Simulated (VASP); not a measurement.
**ZnS: single point with r2SCAN**

ZnS:

```
Zn S
1.0
    -3.81100    0.00000    0.00000
    -1.90550   -3.30042    0.00000
    -3.33443   -1.92514   12.46800
Zn S
4 4
Cartesian
  -1.9055 -1.1001 8.1510
  -1.9055 -1.1001 1.9170
  -3.8110 -2.2003 11.2680
  -3.8110 -2.2003 5.0340
  -1.9055 -1.1001 10.5510
  -1.9055 -1.1001 4.3170
  -3.8110 -2.2003 1.2000
  -3.8110 -2.2003 7.4340
```

This cell differs from its parent crystal: the part above a cut slid along it.

```
Program                : VASP 6.6.1
Task                   : single point
Functional             : r2SCAN
Potentials or basis    : VASP PAW PBE potentials, release 64 (Zn, S)
Cutoff                 : 520 eV
k mesh                 : 7 × 7 × 2
Occupations            : gaussian, width 0.05 eV
Spin                   : no spin polarisation
Dipole correction      : no
Further INCAR settings : ALGO = Normal; EDIFF = 1e-06; NBANDS = 46
```

- Pressure: 0.1 GPa
- Largest force: 0.566 eV/Å
- Band gap on the k mesh: 1.85 eV

Forces in eV/Å, atoms in the order of the input:
```
Zn  -0.042 -0.024  0.141
Zn  -0.118 -0.068  0.442
Zn  -0.041 -0.023  0.050
Zn   0.008  0.005  0.095
S   -0.234 -0.135 -0.498
S    0.025  0.014 -0.086
S    0.415  0.239  0.003
S   -0.014 -0.008 -0.147
```

Stress tensor (GPa, compression positive):
```
-0.27  0.48  1.14
 0.48 -0.83  0.66
 1.14  0.66  1.44
```

Levels at points of the mesh, in eV from the valence-band top:
| k point | band 32 | band 33 | band 34 | band 35 | band 36 | band 37 | band 38 | band 39 | band 40 | band 41 |
| --- | --- | --- | --- | --- | --- | --- | --- | --- | --- | --- |
| (0.00, 0.00, 0.00) | -0.53 | -0.50 | -0.20 | -0.18 | 0.00 | 1.85 | 3.19 | 3.62 | 3.96 | 6.16 |
| (0.00, 0.00, 0.50) | -0.86 | -0.59 | -0.54 | -0.16 | -0.15 | 2.21 | 3.32 | 3.47 | 3.83 | 6.16 |

Run time: 27 min on 1 thread of Intel Xeon 8259CL (shared host), peak memory 0.4 GiB.

Caveat: the cell differs from its parent crystal (the part above a cut slid along it); the PAW data sets were made with another functional, which shifts forces and pressure a little. A k mesh can miss the band edges.
